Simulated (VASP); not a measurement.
Crystal: Ta.

```xyz
2
Lattice="0.0000 2.8398 2.8398 2.8398 0.0000 2.8398 2.8398 2.8398 0.0000" Properties=species:S:1:pos:R:3 pbc="T T T"
Ta   -0.7099   -0.7099   -0.7099
Ta    0.7099    0.7099    0.7099
```

| Item | Value |
| --- | --- |
| Program | VASP 6.6.1 |
| Task | relaxation of cell and atoms |
| Functional | PBE |
| Potentials or basis | VASP PAW PBE potentials, release 64 (Ta_pv) |
| Cutoff | 600 eV |
| k mesh | 12 × 12 × 12 |
| Occupations | fermi-dirac, width 0.08 eV |
| Spin | no spin polarisation |

At the start: pressure 22.1 GPa; volume 22.90 Å³/atom.

Q: Where does the relaxation end?

A: Over 17 steps the energy falls by 326.1 meV/atom and the volume is 28.47 Å³/atom (+24.3 %); space group Fd-3m (No. 227, to 0.05 Å).

The path:
| step | energy change (eV) | largest force (eV/Å) | pressure (GPa) | volume (Å³) |
| --- | --- | --- | --- | --- |
| 1 | 0.0000 | 0.0000 | 22.10 | 45.80 |
| 2 | -0.1616 | 0.0000 | -10.18 | 70.09 |
| 3 | -0.6519 | 0.0000 | -0.38 | 57.23 |
| 4 | -0.6523 | 0.0000 | -0.05 | 56.98 |
| 5 | -0.6522 | 0.0000 | 0.25 | 56.74 |
| 6 | -0.6522 | 0.0000 | 0.26 | 56.74 |
| 7 | -0.6522 | 0.0000 | 0.22 | 56.75 |
| 8 | -0.6522 | 0.0000 | 0.21 | 56.75 |
| 9 | -0.6522 | 0.0000 | 0.21 | 56.75 |
| 10 | -0.6522 | 0.0000 | 0.22 | 56.76 |
| 11 | -0.6522 | 0.0000 | 0.22 | 56.76 |
| 12 | -0.6522 | 0.0000 | 0.22 | 56.76 |
| 13 | -0.6522 | 0.0000 | 0.20 | 56.77 |
| 14 | -0.6522 | 0.0000 | 0.19 | 56.78 |
| 15 | -0.6522 | 0.0000 | 0.17 | 56.80 |
| 16 | -0.6523 | 0.0000 | 0.12 | 56.84 |
| 17 | -0.6523 | 0.0000 | -0.01 | 56.93 |

Final structure:
```
CELL_PARAMETERS angstrom
0.00000 3.05339 3.05339
3.05339 0.00000 3.05339
3.05339 3.05339 0.00000
ATOMIC_POSITIONS crystal
Ta 0.87500 0.87500 0.87500
Ta 0.12500 0.12500 0.12500
```

Caveat: the volume moved by over 15 % at a fixed basis, so the end points are rough.
